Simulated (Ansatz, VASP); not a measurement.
# Na: VASP beside Ansatz

Contents of INCAR:

```
  PREC = Accurate
  ENCUT = 500
  EDIFF = 1E-6
  ISMEAR = 0
  SIGMA = 0.05
  LREAL = F
  LASPH = T
  NELM = 120
  ALGO = Normal
  ISIF = 2
  LWAVE = F
  LCHARG = F
  NBANDS = 10
  GGA_COMPAT = F
```

KPOINTS

```
Automatic mesh
0
Gamma
  8 8 8
```

File POSCAR:

```
Na
1.0
   -2.1266304395      2.1266304395      2.1266304395
    2.1266304395     -2.1266304395      2.1266304395
    2.1266304395      2.1266304395     -2.1266304395
Na
1
Direct
    0.0000000000      0.0000000000      0.0000000000
```

Input for Ansatz:

```yaml
crystal:
  lattice:
    - [-2.126630439520014, 2.126630439520014, 2.126630439520014]
    - [2.126630439520014, -2.126630439520014, 2.126630439520014]
    - [2.126630439520014, 2.126630439520014, -2.126630439520014]
  atoms:
    - { symbol: Na, position: [0.0, 0.0, 0.0] }
basis:
  ecutwfc: 421.77648681281397
kpoints:
  mp_grid:
    grid: [8, 8, 8]
hamiltonian:
  xc: lda
scf:
  occupations:
    method: gaussian
    width: 0.05
output:
  stress: true
```

Alike in both runs: task single point; functional LDA; k mesh 8 × 8 × 8; occupations gaussian, width 0.05 eV; no spin polarisation.

```csv
,VASP,Ansatz
version,VASP 6.6.1,Ansatz 0.2.0
potentials or method,"VASP PAW LDA potentials, release 64 (Na_pv), cutoff 500 eV","plane waves, PAW"
valence electrons in the cell,7,9
```

```csv
,VASP,Ansatz,Ansatz less VASP
pressure (GPa),-1.0,-1.0,+0.03
```

LDA's correlation is that of Perdew and Zunger in VASP and of Perdew and Wang (1992) in Ansatz. VASP's potentials hold 7 valence electrons a cell and Ansatz's 9, so a difference there can come from the potentials and not from the codes.
